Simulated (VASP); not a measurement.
Set up this calculation in VASP 6.6.1, as the native input.

```
Task                   : single point
Functional             : r2SCAN
Potentials or basis    : VASP PAW PBE potentials, release 64 (Mg, O)
Cutoff                 : 520 eV
k mesh                 : 8 × 8 × 6
Occupations            : gaussian, width 0.02 eV
Spin                   : no spin polarisation
Dipole correction      : no
Further INCAR settings : ALGO = Normal; EDIFF = 1e-06; NBANDS = 16
```

MgO:

```
CELL_PARAMETERS angstrom
2.10220 2.10220 0.00000
-2.10220 2.10220 0.00000
0.05946 0.05946 4.20440
ATOMIC_POSITIONS crystal
Mg 0.00000 0.00000 0.00000
Mg 0.50000 0.50000 0.50000
O 0.50000 0.50000 0.00000
O 0.00000 0.00000 0.50000
```

This cell differs from its parent crystal: shear of c along a, cell held: +2.0 %.

The input as run:

POSCAR

```
MgO
1.0
    2.1022009521      2.1022009521      0.0000000000
   -2.1022009521      2.1022009521      0.0000000000
    0.0594592219      0.0594592219      4.2044019043
Mg O
2 2
Direct
    0.0000000000      0.0000000000      0.0000000000
    0.5000000000      0.5000000000      0.5000000000
    0.5000000000      0.5000000000      0.0000000000
    0.0000000000      0.0000000000      0.5000000000
```

INCAR.step1

```
SYSTEM = MgO
ALGO     = Normal         ! electronic algorithm
EDIFF    = 1E-4           ! SCF threshold, eV
ENCUT    = 520            ! plane-wave cutoff, eV
GGA      = PE             ! functional
ISMEAR   = 0              ! smearing method
LASPH    = .True.         ! aspherical terms in the spheres
LCHARG   = .False.        ! write CHGCAR
LREAL    = .False.        ! projectors in reciprocal space
LWAVE    = .True.         ! write WAVECAR
NBANDS   = 16             ! bands
NELM     = 60             ! most SCF steps
PREC     = Accurate       ! precision mode
SIGMA    = 0.02           ! smearing width, eV
```

INCAR.step2

```
SYSTEM = MgO
ALGO     = Normal         ! electronic algorithm
EDIFF    = 1E-6           ! SCF threshold, eV
ENCUT    = 520            ! plane-wave cutoff, eV
ISIF     = 2              ! what is computed and relaxed
ISMEAR   = 0              ! smearing method
ISTART   = 1            
LASPH    = .True.         ! aspherical terms in the spheres
LCHARG   = .True.         ! write CHGCAR
LELF     = .True.         ! ELF
LMIXTAU  = .True.       
LREAL    = .False.        ! projectors in reciprocal space
LVHAR    = .True.       
LWAVE    = .False.        ! write WAVECAR
METAGGA  = R2SCAN         ! meta-GGA
NBANDS   = 16             ! bands
NELM     = 60             ! most SCF steps
PREC     = Accurate       ! precision mode
SIGMA    = 0.02           ! smearing width, eV
```

KPOINTS

```
k-points
0
Gamma
  8 8 6
  0 0 0
```

Potentials or basis: VASP PAW PBE potentials, release 64 (Mg, O).

The run is started by

```console
$ cat potpaw_PBE.64/Mg/POTCAR potpaw_PBE.64/O/POTCAR > POTCAR
$ cp INCAR.step1 INCAR
$ mpirun -np 1 vasp_std > vasp.out
$ cp INCAR.step2 INCAR
$ mpirun -np 1 vasp_std > vasp.out
```

Results of the run:

The pressure is -1.1 GPa and the band gap on the k mesh is 5.58 eV.

Caveat: the cell differs from its parent crystal (shear of c along a, cell held: +2.0 %); the PAW data sets were made with another functional, which shifts forces and pressure a little.

Wall time 80 s on 1 thread of Intel(R) Xeon(R) 6975P-C (Granite Rapids), with other jobs on the host, peak memory 0.2 GiB.
